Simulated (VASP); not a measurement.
Input of a VASP 6.6.1 run:

Contents of INCAR:

```
PREC = Accurate ; ENCUT = 520
EDIFF = 1E-6 ; ISMEAR = 0
SIGMA = 0.01 ; LREAL = False
LASPH = True ; NELM = 60
ALGO = Normal ; ISIF = 2
LWAVE = False ; LCHARG = False
GGA = PE ; NBANDS = 16
```

KPOINTS

```
regular mesh
0
Gamma
  12 12 6
```

The input POSCAR:

```
Te
1.0
    4.6582861535      0.0000000000      0.0000000000
   -2.3291430767      4.0341941470      0.0000000000
    0.0000000000      0.0000000000      5.8482709551
Te
3
Direct
    0.7356680371      0.0000000000      0.3333333333
    0.0000000000      0.7356680371      0.6666666667
    0.2643319629      0.2643319629      0.0000000000
```

Potentials or basis: VASP PAW PBE potentials, release 64 (Te).

Command:

```sh
$ cat potpaw_PBE.64/Te/POTCAR > POTCAR
$ mpirun -np 1 vasp_std > vasp.out
```

Predict the largest force.

0.094 eV/Å.

Predict the pressure.

-0.8 GPa.

Predict the band gap on the k mesh.

0.42 eV (least direct gap 0.46 eV).

Stress tensor (GPa, compression positive):
```
-0.95  0.00  0.00
 0.00 -0.95  0.00
 0.00  0.00 -0.43
```

Caveat: the cell differs from its parent crystal (biaxial strain in the a-b plane: +3.0 %); spin-orbit coupling is left out, which moves the levels of the heavy elements. A k mesh can miss the band edges.
